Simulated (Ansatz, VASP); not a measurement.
## One calculation of AlNi, two programs

```
Ni Al
1.0
     1.92568   -1.94008    0.00000
     1.92568    1.94008    0.00000
     0.00000    0.00000    3.07863
Ni Al
1 1
Direct
  0.50000 0.50000 0.50000
  0.00000 0.00000 0.00000
```

Alike in both runs: task single point; functional LDA; k mesh 10 × 10 × 9; occupations fermi-dirac, width 0.05 eV; collinear spin.

|  | VASP | Ansatz |
| --- | --- | --- |
| version | VASP 6.6.1 | Ansatz 0.2.0 |
| potentials or method | VASP PAW LDA potentials, release 64 (Ni, Al) | Ansatz PAW |
| plane-wave cutoff (eV) | 520 | 420 |
| valence electrons in the cell | 13 | 21 |

Ansatz gave:

| Property | Result |
| --- | --- |
| gap on the k mesh at the Fermi level (eV) | none |
| pressure (GPa) | -1.5 |
| traceless stress, the component that is largest in VASP (GPa) | -4.98 |
| net moment per atom (μB) | 0.00 |

Which values does VASP return?

gap on the k mesh at the Fermi level (eV): none; pressure (GPa): -1.2; traceless stress, the component that is largest in VASP (GPa): -5.12; net moment per atom (μB): 0.00.

LDA's correlation is that of Perdew and Zunger in VASP and of Perdew and Wang (1992) in Ansatz. A gap of «none» marks a metal or a gap that the smearing closes. VASP's potentials hold 13 valence electrons a cell and Ansatz's 21, so a difference there can come from the potentials and not from the codes.
